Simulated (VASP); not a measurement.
# NbH2 (Fm-3m) in VASP: electric field gradients with r2SCAN

Aim: the electric field gradients of NbH2 with r2SCAN.

All numbers are computed with VASP 6.6.1; they aren't measurements. Logs are shortened: lines on timing, memory, paths and dates and some standing lists are left out, and cuts for length are marked.

## 1. The cell of the first run

Symmetry: Fm-3m, No. 225, cubic system. Conventional cell: a = 4.563 Å, b = 4.563 Å, c = 4.563 Å, α = 90.00°, β = 90.00°, γ = 90.00°. Within 2.6 Å of Nb (site symmetry m-3m) lie 8 H at 1.98 Å. H (site symmetry -43m) has 4 Nb at 1.98 Å and 6 H at 2.28 Å within 2.6 Å.

## 2. Electric field gradients, r2SCAN

POSCAR reads:

```
NbH2
1.0
    0.0000000000      2.2815000000      2.2815000000
    2.2815000000      0.0000000000      2.2815000000
    2.2815000000      2.2815000000      0.0000000000
Nb H
1 2
Direct
    0.0000000000      0.0000000000      0.0000000000
    0.2500000000      0.2500000000      0.2500000000
    0.7500000000      0.7500000000      0.7500000000
```

INCAR.step1 reads:

```
  PREC = Accurate
  ENCUT = 440
  ISMEAR = -1
  SIGMA = 0.05
  LREAL = False
  LASPH = True
  NELM = 120
  NBANDS = 14
  GGA = PE
  ALGO = Normal
  EDIFF = 1E-5
  LWAVE = True
  LCHARG = False
  GGA_COMPAT = False
```

INCAR.step2 reads:

```
  PREC = Accurate
  ENCUT = 440
  EDIFF = 1E-8
  ISMEAR = -1
  SIGMA = 0.05
  LREAL = False
  LASPH = True
  NELM = 120
  ALGO = Normal
  ISIF = 2
  LWAVE = False
  LCHARG = False
  METAGGA = R2SCAN
  LMIXTAU = True
  LEFG = True
  NBANDS = 14
  ISTART = 1
  GGA_COMPAT = False
```

KPOINTS reads:

```
regular mesh
0
Gamma
  11 11 11
```

Potentials or basis: VASP PAW PBE potentials, release 64 (Nb_sv, H).

The run is started by

```
$ cat potpaw_PBE.64/Nb_sv/POTCAR potpaw_PBE.64/H/POTCAR > POTCAR
$ cp INCAR.step1 INCAR
$ mpirun -np 1 vasp_std > vasp.out
$ cp INCAR.step2 INCAR
$ mpirun -np 1 vasp_std > vasp.out
```

OUTCAR:

```text
PREC = Accurate
   ENCUT = 440
   EDIFF = 1E-8
   ISMEAR = -1
   LREAL = False
   LASPH = True
   NELM = 120
   ISIF = 2
   METAGGA = R2SCAN
   ISTART = 1

 ion  position               nearest neighbor table
   1  0.000  0.000  0.000-
   2  0.250  0.250  0.250-
   3  0.750  0.750  0.750-

  LATTYP: Found a face centered cubic cell.
 ALAT       =     4.5630000000

  Lattice vectors:

 A1 = (   0.0000000000,   2.2815000000,   2.2815000000)
 A2 = (   2.2815000000,   0.0000000000,   2.2815000000)
 A3 = (   2.2815000000,   2.2815000000,   0.0000000000)

Analysis of symmetry for initial positions (statically):
=====================================================================
 Subroutine PRICEL returns:
 Original cell was already a primitive cell.

 Routine SETGRP: Setting up the symmetry group for a
 face centered cubic supercell.

 Subroutine GETGRP returns: Found 48 space group operations
 (whereof 48 operations were pure point group operations)
 out of a pool of 48 trial point group operations.

The static configuration has the point symmetry O_h .

Analysis of symmetry for dynamics (positions and initial velocities):
=====================================================================
 Subroutine PRICEL returns:
 Original cell was already a primitive cell.

 Routine SETGRP: Setting up the symmetry group for a
 face centered cubic supercell.

 Subroutine GETGRP returns: Found 48 space group operations
 (whereof 48 operations were pure point group operations)
 out of a pool of 48 trial point group operations.

The dynamic configuration has the point symmetry O_h .

 Subroutine INISYM returns: Found 48 space group operations
 (whereof 48 operations are pure point group operations),
 and found     1 'primitive' translations

----------------------------------------------------------------------------------------

                                     Primitive cell

  volume of cell :      23.7515

  direct lattice vectors                    reciprocal lattice vectors
     0.000000000  2.281500000  2.281500000    -0.219154065  0.219154065  0.219154065
     2.281500000  0.000000000  2.281500000     0.219154065 -0.219154065  0.219154065
     2.281500000  2.281500000  0.000000000     0.219154065  0.219154065 -0.219154065

  length of vectors
     3.226528243  3.226528243  3.226528243     0.379585976  0.379585976  0.379585976

  position of ions in fractional coordinates (direct lattice)
     0.000000000  0.000000000  0.000000000
     0.250000000  0.250000000  0.250000000
     0.750000000  0.750000000  0.750000000

  ion indices of the primitive-cell ions
   primitive index   ion index
                 1           1
                 2           2
                 3           3

----------------------------------------------------------------------------------------

 KPOINTS: regular mesh

Automatic generation of k-mesh.
 Grid dimensions read from file:
 generate k-points for:   11   11   11

 Generating k-lattice:

  Cartesian coordinates                     Fractional coordinates (reciprocal lattice)
    -0.019923097  0.019923097  0.019923097     0.090909091  0.000000000  0.000000000
     0.019923097 -0.019923097  0.019923097     0.000000000  0.090909091  0.000000000
     0.019923097  0.019923097 -0.019923097     0.000000000  0.000000000  0.090909091

  Length of vectors
     0.034507816  0.034507816  0.034507816

  Shift w.r.t. Gamma in fractional coordinates (k-lattice)
     0.000000000  0.000000000  0.000000000

 Subroutine IBZKPT returns following result:
 ===========================================

[... 37 lines left out ...]
 SYSTEM =  unknown system
   PREC   = accura    normal or accurate (medium, high low for compatibility)
   ISTART =      1    job   : 0-new  1-cont  2-samecut
   ICHARG =      0    charge: 1-file 2-atom 10-const
   ISPIN  =      1    spin polarized calculation?
   LNONCOLLINEAR =      F non collinear calculations
   LSORBIT =      F    spin-orbit coupling
   LASPH  =      T    aspherical Exc in radial PAW
   ENCUT  =  440.0 eV  32.34 Ry    5.69 a.u.   5.52  5.52  5.52*2*pi/ulx,y,z
   NELM   =    120;   NELMIN=  2; NELMDL=  0     # of ELM steps
   EDIFF  = 0.1E-07   stopping-criterion for ELM
   LREAL  =      F    real-space projection
   EDIFFG = 0.1E-06   stopping-criterion for IOM
   NSW    =      0    number of steps for IOM
   IBRION =     -1    ionic relax: 0-MD 1-quasi-New 2-CG
   NFREE  =      0    steps in history (QN), initial steepest desc. (CG)
   ISIF   =      2    stress and relaxation
   ISYM   =      2    0-nonsym 1-usesym 2-fastsym
   POTIM  = 0.5000    time-step for ionic-motion
   TEBEG  =    0.0;   TEEND  =   0.0 temperature during run
   PSTRESS=    0.0 pullay stress
   NELECT =      15.0000    total number of electrons
   NUPDOWN=      -1.0000    fix difference up-down
   EMIN   =  10.00;   EMAX   =-10.00  energy-range for DOS
   EFERMI =   0.00;   METHOD = LEGACY
   ISMEAR =    -1;   SIGMA  =   0.05  broadening in eV -4-tet -1-fermi 0-gaus
   EFERMI_NEDOS =   21; number of points for ismear=-14 and -15
   IALGO  =     38    algorithm
   IMIX   =      4    mixing-type and parameters
     AMIX     =   0.40;   BMIX     =  1.00
     AMIX_MAG =   1.60;   BMIX_MAG =  1.00
  volume/ion in A,a.u.               =       7.92        53.43
  Fermi-wavevector in a.u.,A,eV,Ry     =   1.404564  2.654241 26.841563  1.972799
  Thomas-Fermi vector in A             =   2.527113
   LORBIT       =      0    0 simple, 1 ext, 2 COOP (PROOUT), +10 PAW based schemes
   METAGGA = R2SCAN    functional components
   LHFCALC =     F    Hartree Fock is set to
   AEXX    =    0.0000 exact exchange contribution
   IVDW    =     0    specifies the selected vdW correction
   LEPSILON=     F    determine dielectric tensor
   LRPA    =     F    only Hartree local field effects (RPA)
 non-spin polarized calculation
  energy-cutoff  :      440.00
  volume of cell :       23.75
 maximum number of plane-waves:       531
 NGX is ok and might be reduce to    24
   NGX = 11   NGY = 11   NGZ = 11

 number of electron      15.0000000 magnetization

 Free energy of the ion-electron system (eV)
  ---------------------------------------------------
  ext. energy  EPLUGINS =         0.00000000
  ---------------------------------------------------
  free energy    TOTEN  =       -32.56929032 eV

  energy without entropy =      -32.56085659  energy(sigma->0) =      -32.56507345

 E-fermi :  10.1209     XC(G=0): -12.9400

 val. band max:       10.0557674292   @ k =  -0.3636   0.2727   0.0909
 cond. band min:      10.1354810252   @ k =  -0.2727   0.2727   0.0909
 fundamental gap:      0.0797135960
 Fermi energy:        10.1209228680

 k-point     1 :       0.0000    0.0000    0.0000
  band No.  band energies     occupation
      1     -47.2740      2.00000
      2     -22.3198      2.00000
      3     -22.3198      2.00000
      4     -22.3198      2.00000
      5      -1.2770      2.00000
      6       8.5344      2.00000
      7       8.6708      2.00000
      8       8.6708      2.00000
      9       8.6708      2.00000
     10      11.3918      0.00000
     11      11.3918      0.00000
     12      22.9003      0.00000
     13      24.1509      0.00000
     14      24.1509      0.00000
[... 377 lines left out ...]
      1     -47.2126      2.00000
      2     -22.7248      2.00000
      3     -22.4822      2.00000
      4     -22.3658      2.00000
      5       0.7902      2.00000
      6       4.0412      2.00000
      7       8.8012      2.00000
      8       9.8135      1.99574
      9      10.2903      0.06537
     10      12.3484      0.00000
     11      15.6106      0.00000
     12      19.0804      0.00000
     13      21.4933      0.00000
     14      23.8042      0.00000

 [... further k-points ...]

------------------------ aborting loop because EDIFF is reached ----------------------------------------

  FORCE on cell =-STRESS in cart. coord.  units (eV):
  Direction    XX          YY          ZZ          XY          YZ          ZX
  --------------------------------------------------------------------------------------
  -------------------------------------------------------------------------------------
  Total       -0.3899513     -0.3899513     -0.3899513      0.0000000     -0.0000000     -0.0000000
  in kB      -26.3044698    -26.3044698    -26.3044698      0.0000000     -0.0000000     -0.0000000
  external PRESSURE =     -26.3044698 kB  Pullay stress =       0.0000000 kB

 VOLUME and BASIS-vectors are now :
 -----------------------------------------------------------------------------
  energy-cutoff  :      440.00
  volume of cell :       23.75
      direct lattice vectors                 reciprocal lattice vectors
     0.000000000  2.281500000  2.281500000    -0.219154065  0.219154065  0.219154065
     2.281500000  0.000000000  2.281500000     0.219154065 -0.219154065  0.219154065
     2.281500000  2.281500000  0.000000000     0.219154065  0.219154065 -0.219154065

 POSITION                                       TOTAL-FORCE (eV/Angst)
 -----------------------------------------------------------------------------------
      0.00000      0.00000      0.00000        -0.000000      0.000000     -0.000000
      1.14075      1.14075      1.14075        -0.000000     -0.000000     -0.000000
      3.42225      3.42225      3.42225         0.000000      0.000000      0.000000
 -----------------------------------------------------------------------------------
    total drift:                               -0.000000      0.000000      0.000000

  FREE ENERGIE OF THE ION-ELECTRON SYSTEM (eV)
  ---------------------------------------------------
  free  energy   TOTEN  =       -32.5692903209 eV

  energy  without entropy=      -32.5608565887  energy(sigma->0) =      -32.56507345

 Electric field gradients (V/A^2)
---------------------------------------------------------------------
 ion       V_xx      V_yy      V_zz      V_xy      V_xz      V_yz
---------------------------------------------------------------------
   1       0.000    -0.000    -0.000    -0.000    -0.000    -0.000
   2       0.000     0.000     0.000    -0.001    -0.001    -0.001
   3       0.000    -0.000     0.000    -0.001    -0.001    -0.001
---------------------------------------------------------------------

 Electric field gradients after diagonalization (V/A^2)
 (convention: |V_zz| > |V_xx| > |V_yy|)
----------------------------------------------------------------------
 ion       V_xx      V_yy      V_zz     asymmetry (V_yy - V_xx)/ V_zz
----------------------------------------------------------------------
   1       0.000     0.000    -0.001       0.000
   2       0.001     0.001    -0.003       0.000
   3       0.001     0.001    -0.003       0.000
----------------------------------------------------------------------

           NMR quadrupolar parameters

 Cq : quadrupolar parameter    Cq=e*Q*V_zz/h
 eta: asymmetry parameters     (V_yy - V_xx)/ V_zz
 Q  : nuclear electric quadrupole moment in mb (millibarn)
----------------------------------------------------------------------
 ion       Cq(MHz)       eta       Q (mb)
----------------------------------------------------------------------
   1      -0.000       0.000       1.000
   2      -0.000       0.000       1.000
   3      -0.000       0.000       1.000
----------------------------------------------------------------------
```

Wall time 33 s (1 thread of Intel Xeon 6975P-C (Granite Rapids), shared host); peak memory 0.15 GiB.

What came out:

```
Free energy                             : -32.5693 eV
Pressure                                : -2.6 GPa
Band gap on the k mesh                  : zero (an odd number of electrons rules out a gap without spin polarisation)
Largest electric field gradient by atom : zero within the noise of the run
```

Caveat: the PAW data sets were made with another functional, which shifts forces and pressure a little.
